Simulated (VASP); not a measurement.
Here is a VASP 6.6.1 calculation.

The input INCAR:

```
PREC     = Accurate       # precision mode
ENCUT    = 520            # plane-wave cutoff, eV
EDIFF    = 1E-7           # SCF threshold, eV
ISMEAR   = 1              # smearing method
SIGMA    = 0.1            # smearing width, eV
LREAL    = F              # projectors in reciprocal space
LASPH    = T              # aspherical terms in the spheres
NELM     = 60             # most SCF steps
ALGO     = Normal         # electronic algorithm
ISIF     = 2              # what is computed and relaxed
LWAVE    = F              # write WAVECAR
LCHARG   = T              # write CHGCAR
GGA      = PS             # functional
LELF     = T              # ELF
LVHAR    = T            
NBANDS   = 8              # bands
```

File KPOINTS:

```
regular mesh
0
Gamma
  12 12 12
```

File POSCAR:

```
Al
1.0
    0.0000000000      2.0248050000      2.0248050000
    2.0248050000      0.0000000000      2.0248050000
    2.0248050000      2.0248050000      0.0000000000
Al
1
Direct
    0.0000000000      0.0000000000      0.0000000000
```

Potentials or basis: VASP PAW PBE potentials, release 64 (Al).

Command:

```sh
$ cat potpaw_PBE.64/Al/POTCAR > POTCAR
$ mpirun -np 1 vasp_std > vasp.out
```

(1) Estimate the pressure.

Results:

(1) -1.7 GPa.

Caveat: the PAW data sets were made with another functional, which shifts forces and pressure a little.
